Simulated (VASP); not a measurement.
Input of a VASP 6.6.1 run:

File INCAR:

```
PREC = Accurate
ENCUT = 520
EDIFF = 1E-6
ISMEAR = 0
SIGMA = 0.05
LREAL = F
LASPH = T
NELM = 80
ALGO = Normal
ISIF = 2
LWAVE = F
LCHARG = F
GGA = PE
NBANDS = 16
```

The input KPOINTS:

```
Automatic mesh
0
Gamma
  12 12 4
```

File POSCAR:

```
BN
1.0
    2.8795904600      0.0000000000      0.0000000000
   -1.4397952300      2.4937984908      0.0000000000
    0.0000000000      0.0000000000      6.6612000000
B N
2 2
Direct
    0.3333333333      0.6666666667      0.2500000000
    0.6666666667      0.3333333333      0.7500000000
    0.3333333333      0.6666666667      0.7500000000
    0.6666666667      0.3333333333      0.2500000000
```

Potentials or basis: VASP PAW PBE potentials, release 64 (B, N).

Command:

```bash
$ cat potpaw_PBE.64/B/POTCAR potpaw_PBE.64/N/POTCAR > POTCAR
$ mpirun -np 1 vasp_std > vasp.out
```

Q: What does it give for the band gap on the k mesh?

A: 3.44 eV, indirect (least direct gap 3.56 eV).

Q: Predict the pressure.

A: -51.2 GPa.

Stress tensor (GPa, compression positive):
```
-77.36   0.00   0.00
  0.00 -77.36   0.00
  0.00   0.00   1.11
```

Caveat: the cell differs from its parent crystal (strain +0.1500 x Voigt [1, 1, 0, 0, 0, 0]); this functional lacks dispersion, which binds the layers, so the pressure and a relaxed spacing across them are unreliable. A k mesh can miss the band edges.
